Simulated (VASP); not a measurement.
## PtSe2: relaxation of cell and atoms with PBE

PtSe2:

```
Pt Se
1.0
     3.60513    0.00000    0.00000
     0.00000    3.60513    0.00000
     0.00000    0.00000   10.76874
Pt Se
2 4
Direct
  0.50000 0.00000 0.42457
  0.00000 0.50000 0.57543
  0.00000 0.00000 0.00000
  0.50000 0.50000 0.00000
  0.50000 0.00000 0.65633
  0.00000 0.50000 0.34367
```

```json
{
  "Program": "VASP 6.6.1",
  "Task": "relaxation of cell and atoms",
  "Functional": "PBE",
  "Potentials or basis": "VASP PAW PBE potentials, release 64 (Pt, Se)",
  "Cutoff": "600 eV",
  "k mesh": "10 × 10 × 4",
  "Occupations": "gaussian, width 0.1 eV",
  "Spin": "no spin polarisation",
  "Dipole correction": "no",
  "Further INCAR settings": "ALGO = Normal; EDIFF = 1e-06; IBRION = 2; EDIFFG = -0.01; NSW = 100; ISIF = 3"
}
```

```json
{"Relaxed volume": "23.34 Å³/atom", "Relaxed cell": "a = 3.605 Å, b = 3.605 Å, c = 10.773 Å, α = 90.00°, β = 90.00°, γ = 90.00°", "Space group after relaxing (to 0.1 Å)": "P4/nmm (No. 129)", "Energy gained by relaxing": "0.0 meV/atom", "Ionic steps": "2", "Pressure after relaxing": "0.0 GPa", "Largest force after relaxing": "0.009 eV/Å", "Band gap on the k mesh": "zero (bands 22 and 23 overlap by 1.53 eV)"}
```

Forces in eV/Å, atoms in the order of the input:
```
Pt   0.000  0.000 -0.004
Pt   0.000  0.000  0.004
Se   0.000  0.000  0.000
Se   0.000  0.000  0.000
Se   0.000  0.000 -0.009
Se   0.000  0.000  0.009
```

Final structure:
```
CELL_PARAMETERS angstrom
3.60545 0.00000 0.00000
0.00000 3.60545 0.00000
0.00000 0.00000 10.77329
ATOMIC_POSITIONS crystal
Pt 0.50000 0.00000 0.42451
Pt 0.00000 0.50000 0.57549
Se 0.00000 0.00000 0.00000
Se 0.50000 0.50000 0.00000
Se 0.50000 0.00000 0.65636
Se 0.00000 0.50000 0.34364
```

Levels at points of the mesh, in eV from the Fermi level:
```csv
k point,band 20,band 21,band 22,band 23,band 24,band 25
"(0.00, 0.00, 0.00)",-2.36,0.56,0.56,0.70,0.85,1.23
"(0.50, 0.00, 0.00)",-2.04,-1.41,-1.41,-0.96,-0.96,1.23
"(0.50, 0.50, 0.00)",-1.62,-0.19,-0.19,0.32,0.32,0.75
"(0.00, 0.00, 0.50)",-2.36,0.55,0.56,0.56,1.23,1.25
"(0.50, 0.00, 0.50)",-2.04,-1.20,-1.20,-0.97,-0.97,1.23
"(0.50, 0.50, 0.50)",-1.59,-0.18,-0.18,0.28,0.28,0.68
```

Run time: 3 min on 1 thread of Intel(R) Xeon(R) 6975P-C (Granite Rapids), on a shared host, peak memory 0.45 GiB.

Caveat: spin-orbit coupling is left out, which moves the levels of the heavy elements; this functional lacks dispersion, which binds the layers, so the pressure and a relaxed spacing across them are unreliable.
